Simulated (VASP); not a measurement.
## Bi2Se3: single point with PBE

The system is Bi2Se3.

```xyz
5
Lattice="2.0715 1.1960 9.5453 -2.0715 1.1960 9.5453 0.0000 -2.3920 9.5453" Properties=species:S:1:pos:R:3 pbc="T T T"
Bi    0.0000    0.0000   11.4773
Bi    0.0000    0.0000   17.1587
Se    0.0000    0.0000    0.0000
Se    0.0000    0.0000    6.0622
Se    0.0000    0.0000   22.5738
```

* Program: VASP 6.6.1
* Task: single point
* Functional: PBE
* Potentials or basis: VASP PAW PBE potentials, release 64 (Bi_d, Se)
* Cutoff: 520 eV
* k mesh: 6 × 6 × 6
* Occupations: fermi-dirac, width 0.03 eV
* Spin: no spin polarisation
* Dipole correction: no
* k mesh for the DOS: 9 × 9 × 9
* Occupations for the DOS: tetrahedron
* Further INCAR settings: ALGO = Normal; EDIFF = 1e-06; NBANDS = 32

The valence electrons inside the program's atomic spheres are Bi 12.65; Se 3.82, 3.79 (each value once).

Levels at points of the mesh, in eV from the valence-band top:
```csv
k point,band 22,band 23,band 24,band 25,band 26,band 27
"(0.00, 0.00, 0.00)",-1.21,-1.21,0.00,0.22,1.40,1.40
```

It took 30 min on 1 thread of Intel(R) Xeon(R) Platinum 8488C (Sapphire Rapids) (shared host), peak memory 1.1 GiB.

Caveat: spin-orbit coupling is left out, which moves the levels of the heavy elements.
